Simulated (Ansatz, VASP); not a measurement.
**One calculation of GaP, two programs**

```
CELL_PARAMETERS angstrom
0.00000 2.72541 2.72541
2.72541 0.00000 2.72541
2.72541 2.72541 0.00000
ATOMIC_POSITIONS crystal
Ga 0.00000 0.00000 0.00000
P 0.25000 0.25000 0.25000
```

Alike in both runs: task single point; functional r2SCAN; k mesh 6 × 6 × 6; no spin polarisation.

|  | VASP | Ansatz |
| --- | --- | --- |
| version | VASP 6.6.1 | Ansatz 0.2.0 |
| potentials or method | VASP PAW PBE potentials, release 64 (Ga_d, P) | plane waves, PAW |
| plane-wave cutoff (eV) | 520 | 500 |
| occupations | gaussian, width 0.01 eV | fixed |
| valence electrons in the cell | 18 | 18 |

Ansatz gave:

| Quantity | Value |
| --- | --- |
| gap on the k mesh at the Fermi level (eV) | 1.90 |
| pressure (GPa) | 0.1 |

Task: Which values does VASP return?

Result: gap on the k mesh at the Fermi level (eV): 1.91; pressure (GPa): 0.0.

VASP's potentials were made for PBE, not for r2SCAN.
